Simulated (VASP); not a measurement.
A run of VASP 6.6.1 is set up as follows.

INCAR

```
SYSTEM = Hf
PREC = Accurate ; ENCUT = 500
EDIFF = 1E-6 ; ISMEAR = -1
SIGMA = 0.3 ; LREAL = .FALSE.
LASPH = .TRUE. ; NELM = 120
ALGO = Normal ; ISIF = 2
LWAVE = .FALSE. ; LCHARG = .TRUE.
GGA = B5 ; ALDAX = 1.0
AGGAX = 1.0 ; AGGAC = 1.0
ALDAC = 0.0 ; LELF = .TRUE.
LVHAR = .TRUE. ; NBANDS = 17
GGA_COMPAT = .FALSE.
```

KPOINTS

```
Automatic mesh
0
G
  5 5 3
  0 0 0
```

File POSCAR:

```
Hf
1.0
    3.1967000000      0.0000000000      0.0000000000
   -1.5983500000      2.7684234083      0.0000000000
    0.0000000000      0.0000000000      5.0578000000
Hf
2
Direct
    0.3333330000      0.6666670000      0.2500000000
    0.6666670000      0.3333330000      0.7500000000
```

Potentials or basis: VASP PAW PBE potentials, release 64 (Hf_pv).

Command:

```sh
$ cat potpaw_PBE.64/Hf_pv/POTCAR > POTCAR
$ mpirun -np 1 vasp_std > vasp.out
```

Task: What does it give for the band gap on the k mesh?

Result: Zero (band 10 reaches 6.52 eV, above the bottom of band 11 at 5.31 eV).

Task: Predict the pressure.

Result: 4.6 GPa.

Stress tensor (GPa, compression positive):
```
4.27 0.00 0.00
0.00 4.27 0.00
0.00 0.00 5.18
```

Caveat: the k points lie up to 0.45 Å⁻¹ apart; the PAW data sets were made with another functional, which shifts forces and pressure a little; spin-orbit coupling is left out, which moves the levels of the heavy elements.
